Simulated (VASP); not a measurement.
# Al36N36F (a cell with a defect) in VASP: a series of runs, part 2 of 2

VASP 6.6.1. Earlier steps stand in the parts before.

**4. Single point, PBE**

Contents of INCAR:

```
SYSTEM = Al36N36F
PREC = Accurate ; ENCUT = 520
EDIFF = 1E-6 ; ISMEAR = -1
SIGMA = 0.01 ; LREAL = Auto
LASPH = .True. ; NELM = 60
ALGO = Normal ; ISIF = 2
LWAVE = .False. ; LCHARG = .True.
GGA = PE ; LELF = .True.
LVHAR = .True. ; NELECT = 296.0
NBANDS = 190
```

Contents of KPOINTS:

```
Automatic mesh
0
Gamma
  1 1 1
  0.25 0.25 0.25
```

Contents of POSCAR:

```
Al36N36F
1.0
    9.3892708692      0.0000000866      0.0000000000
   -4.6946355096      8.1313470524      0.0000000000
    0.0000000000      0.0000000000     10.0348065929
Al N F
36 36 1
Direct
    0.2216991689      0.1108199807      0.2503059205
    0.1108563764      0.2216284219      0.4989524952
    0.2215406844      0.1109345303      0.7524555768
    0.1100455080      0.2224418381      1.0002922295
    0.2200649383      0.4435133694      0.2487772613
    0.1108697032      0.5561333933      0.4989511397
    0.2205592087      0.4437307678      0.7485462687
    0.1100273075      0.5545317368      1.0002874371
    0.2216796222      0.7778015687      0.2503291406
    0.1142391104      0.8905512188      0.5030684915
    0.2215860762      0.7775179822      0.7524327854
    0.1091428394      0.8880446625      1.0018056505
    0.5547266206      0.1108712174      0.2503329379
    0.4418834403      0.2182423308      0.5030833319
    0.5549687108      0.1109101474      0.7524305947
    0.4444359280      0.2233434572      1.0017886985
    0.5579103961      0.4503955649      0.2508289467
    0.4442948510      0.5555654773      0.5010376670
    0.5544707252      0.4433083662      0.7488255366
    0.4413794248      0.5542502071      0.9966300912
    0.5579926594      0.7745639966      0.2507113694
    0.4419544949      0.8905391786      0.5029640980
    0.5544542012      0.7780497716      0.7487864679
    0.4443856154      0.8881010925      1.0018349492
    0.8890235198      0.1124422440      0.2487930597
    0.7763438137      0.2215769604      0.4989811556
    0.8887780179      0.1119154979      0.7485423544
    0.7779419544      0.2224333652      1.0002722426
    0.8889897450      0.4434991141      0.2488332191
    0.7769517355      0.5555038127      0.5011408456
    0.8888067593      0.4436843535      0.7486378772
    0.7782487318      0.5541999390      0.9967353244
    0.8821511813      0.7745861029      0.2508324325
    0.7769080507      0.8881245713      0.5010226191
    0.8891794267      0.7779868583      0.7488245436
    0.7782741644      0.8911057292      0.9966478333
    0.2217533924      0.1106389440      0.4412037429
    0.1105556518      0.2220726013      0.1906977242
    0.2212329122      0.1111662374      0.9424223500
    0.1110651784      0.2215019689      0.6894421539
    0.2212798774      0.4442597867      0.4403766741
    0.1105115778      0.5551209721      0.1907025400
    0.2188614445      0.4430716313      0.9373069716
    0.1110658077      0.5561557521      0.6894411072
    0.2217660422      0.7782757171      0.4411709273
    0.1093338112      0.8879457977      0.1916737826
    0.2211977323      0.7772966289      0.9424111470
    0.1130156358      0.8898068265      0.6935307265
    0.5541316092      0.1106848550      0.4411898993
    0.4447040326      0.2233434804      0.1916546961
    0.5550892301      0.1111888329      0.9424029148
    0.4427049930      0.2195116035      0.6935415418
    0.5498665920      0.4345244034      0.4485948709
    0.4314958257      0.5491408638      0.1818096139
    0.5545148026      0.4439892029      0.9386287019
    0.4432786815      0.5549264019      0.6915692403
    0.5499761580      0.7823473570      0.4483042225
    0.4445395002      0.8881040446      0.1917510505
    0.5545037127      0.7779702391      0.9385400721
    0.4427902404      0.8897745053      0.6934070152
    0.8881073294      0.1110233325      0.4403979862
    0.7774870442      0.2220314808      0.1906822261
    0.8893772771      0.1135275467      0.9373089760
    0.7764021163      0.2214707708      0.6894763696
    0.8881671209      0.4441602471      0.4403725455
    0.7833683971      0.5492623229      0.1820531743
    0.8892725842      0.4430801084      0.9374142885
    0.7776568338      0.5548399064      0.6916879063
    0.8979053307      0.7824285196      0.4485873562
    0.7835396262      0.9010989730      0.1818504285
    0.8884151620      0.7778533843      0.9386444103
    0.7776412593      0.8892555766      0.6915518285
    0.6660235310      0.6664934813      0.3143039787
```

On the command line:

```sh
> cat potpaw_PBE.64/Al/POTCAR potpaw_PBE.64/N/POTCAR potpaw_PBE.64/F/POTCAR > POTCAR
> mpirun -np 1 vasp_std > vasp.out
```

Run time: 36 min. Hardware: 1 thread of Intel Xeon Platinum 8259CL at 2.50GHz (Skylake/Cascade Lake), shared host; peak memory 1.1 GiB.

Results (log left out):

```yaml
Free_energy: -531.4193 eV
Largest_force: 0.042 eV/Å
```

Forces on the atoms (eV/Å):
```
Al   0.020 -0.005 -0.001
Al  -0.024  0.007 -0.002
Al   0.020 -0.007  0.005
Al  -0.021  0.012  0.002
Al   0.017 -0.005 -0.001
Al  -0.019  0.002  0.000
Al   0.018 -0.007  0.002
Al  -0.023  0.007  0.004
Al   0.018 -0.016  0.000
Al  -0.011  0.012  0.006
Al   0.019 -0.007  0.004
Al  -0.021  0.004  0.000
Al   0.027  0.000  0.000
Al  -0.016  0.000  0.006
Al   0.021 -0.008  0.000
Al  -0.022  0.010  0.001
Al   0.014 -0.017  0.002
Al  -0.020  0.003 -0.009
Al   0.018 -0.007  0.006
Al  -0.022  0.001 -0.007
Al  -0.001  0.001 -0.001
Al  -0.013  0.004  0.001
Al   0.023 -0.008  0.001
Al  -0.022  0.009  0.000
Al   0.017 -0.002  0.003
Al  -0.018  0.006 -0.001
Al   0.017 -0.006  0.002
Al  -0.018  0.008  0.004
Al   0.011 -0.004 -0.008
Al  -0.028  0.005 -0.011
Al   0.018 -0.008  0.004
Al  -0.014  0.004  0.003
Al   0.028  0.001 -0.001
Al  -0.018  0.007 -0.004
Al   0.016 -0.007  0.007
Al  -0.018  0.013 -0.009
N    0.030 -0.012  0.001
N   -0.028  0.007  0.003
N    0.028 -0.010 -0.002
N   -0.025  0.009 -0.006
N    0.032 -0.015 -0.006
N   -0.031  0.008  0.000
N    0.032 -0.008 -0.002
N   -0.028  0.012 -0.004
N    0.028 -0.004  0.010
N   -0.024  0.022  0.005
N    0.031 -0.008 -0.004
N   -0.026  0.008 -0.002
N    0.024 -0.016  0.009
N   -0.040 -0.007  0.008
N    0.028 -0.011 -0.003
N   -0.022  0.013 -0.003
N    0.027  0.008 -0.006
N   -0.011  0.006  0.014
N    0.030 -0.011 -0.011
N   -0.030  0.011  0.002
N    0.006  0.009  0.025
N   -0.015  0.000 -0.009
N    0.035 -0.017  0.003
N   -0.033  0.013  0.005
N    0.033 -0.003 -0.008
N   -0.032  0.016  0.002
N    0.022 -0.013 -0.002
N   -0.028  0.011 -0.007
N    0.026 -0.005  0.001
N   -0.002 -0.007 -0.022
N    0.030 -0.008 -0.006
N   -0.030  0.014 -0.010
N    0.009 -0.008 -0.003
N   -0.019 -0.008  0.008
N    0.031 -0.009 -0.013
N   -0.030  0.011  0.003
F    0.000  0.002  0.021
```

Levels at points of the mesh, in eV from the Fermi level:
```
           k point  band 145  band 146  band 147  band 148  band 149  band 150  band 151  band 152
(0.25, 0.25, 0.25)     -0.63     -0.55     -0.47     -0.34      4.90      4.93      4.98      5.21
```

Caveat: the cell carries a net charge on a neutralising background, which shifts energy and pressure; the cell is charged against a uniform background, so pressure and absolute levels hang on convention.
